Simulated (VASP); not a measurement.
Wanted: the native input for a VASP 6.6.1 run.

```
Task                   : single point
Functional             : PBE
Potentials or basis    : VASP PAW PBE potentials, release 64 (Pb_d)
Cutoff                 : 520 eV
k mesh                 : 13 × 13 × 13
Occupations            : fermi-dirac, width 0.1 eV
Spin                   : no spin polarisation
Dipole correction      : no
Further INCAR settings : ALGO = Normal; EDIFF = 1e-07; NBANDS = 13
```

The structure of Pb lies in POSCAR:

```
Pb
1.0
   -2.0241301044      2.0241301044      2.0241301044
    2.0241301044     -2.0241301044      2.0241301044
    2.0241301044      2.0241301044     -2.0241301044
Pb
1
Direct
    0.0000000000      0.0000000000      0.0000000000
```

This isn't the form of Pb at room conditions, which is fcc.

The input as run:

INCAR

```
SYSTEM = Pb
PREC = Accurate
ENCUT = 520
EDIFF = 1E-7
ISMEAR = -1
SIGMA = 0.1
LREAL = .False.
LASPH = .True.
NELM = 60
ALGO = Normal
ISIF = 2
LWAVE = .False.
LCHARG = .False.
GGA = PE
NBANDS = 13
```

KPOINTS

```
Automatic mesh
0
Gamma
  13 13 13
  0 0 0
```

Potentials or basis: VASP PAW PBE potentials, release 64 (Pb_d).

The run is started by

```console
$ cat potpaw_PBE.64/Pb_d/POTCAR > POTCAR
$ mpirun -np 1 vasp_std > vasp.out
```

It gave:

The pressure is -1.4 GPa. The band gap on the k mesh is zero (bands 7 and 8 overlap by 8.59 eV).

Caveat: spin-orbit coupling is left out, which moves the levels of the heavy elements.

Wall time 44 s on 1 thread of Intel Xeon 8259CL (shared host), peak memory 0.18 GiB.
